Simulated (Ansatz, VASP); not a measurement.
**Two plane-wave programs on RbGa3Te2**

```
Rb Ga Te
1.0
     5.07262    0.00000    0.00000
     0.00000    5.07262    0.00000
     0.00000    0.00000    8.55111
Rb Ga Te
1 3 2
Direct
  0.00000 0.00000 0.50000
  0.00000 0.50000 0.00000
  0.50000 0.00000 0.00000
  0.50000 0.50000 0.00000
  0.50000 0.50000 0.67756
  0.50000 0.50000 0.32244
```

Alike in both runs: functional PBE; k mesh 4 × 4 × 4; occupations gaussian, width 0.1 eV; no spin polarisation.

Ansatz relaxed the structure, and its values are those at the end. VASP's run is a single point on that final structure, the one shown.

```csv
,VASP,Ansatz
version,VASP 6.6.1,Ansatz 0.2.0
potentials or method,"VASP PAW PBE potentials, release 64 (Rb_sv, Ga_d, Te), cutoff 520 eV","scalar-relativistic, plane waves, PAW"
valence electrons in the cell,60,80
```

|  | VASP | Ansatz | Ansatz less VASP |
| --- | --- | --- | --- |
| gap on the k mesh at the Fermi level (eV) | none | none | - |
| pressure (GPa) | 0.1 | 0.0 | -0.03 |

A gap of «none» marks a metal or a gap that the smearing closes. The functional is the same, so the differences come from potentials, cutoffs and numerics. VASP's potentials hold 60 valence electrons a cell and Ansatz's 80, so a difference there can come from the potentials and not from the codes.

Spin-orbit coupling is off throughout.
